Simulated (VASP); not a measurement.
# As: single point with PBE

The system is As.

```xyz
2
Lattice="2.8473 0.0000 0.0000 -1.4237 2.4659 0.0000 0.0000 0.0000 4.8625" Properties=species:S:1:pos:R:3 pbc="T T T"
As    0.0000    1.6439    1.2156
As    1.4237    0.8220    3.6468
```

This isn't the form of As at room conditions, which is rhombohedral.

```
Program                 : VASP 6.6.1
Task                    : single point
Functional              : PBE
Potentials or basis     : VASP PAW PBE potentials, release 64 (As)
Cutoff                  : 520 eV
k mesh                  : 16 × 16 × 9
Occupations             : fermi-dirac, width 0.1 eV
Spin                    : no spin polarisation
Dipole correction       : no
k mesh for the DOS      : 24 × 24 × 14
Occupations for the DOS : tetrahedron
Further INCAR settings  : ALGO = Normal; EDIFF = 1e-06; NBANDS = 12
```

```yaml
Valence_electrons_inside_the_program's_atomic_spheres: As 2.67
```

Levels at points of the mesh, in eV from the Fermi level:
```
           k point  band 2  band 3  band 4  band 5  band 6  band 7  band 8  band 9
(0.00, 0.00, 0.00)  -11.65   -7.75    5.15    5.15    5.88    6.85    6.85   10.85
(0.50, 0.00, 0.00)   -9.71   -5.65   -4.33   -2.90   -0.44    1.00    4.61    5.72
(0.00, 0.00, 0.50)  -14.76   -1.69   -1.69    6.01    6.01    6.01    6.01   11.98
(0.50, 0.00, 0.50)  -10.08   -7.00   -7.00    1.99    1.99    2.37    2.37    7.46
```

Run time: 100 s on 1 thread of Intel Xeon 8259CL (shared host), peak memory 0.29 GiB.
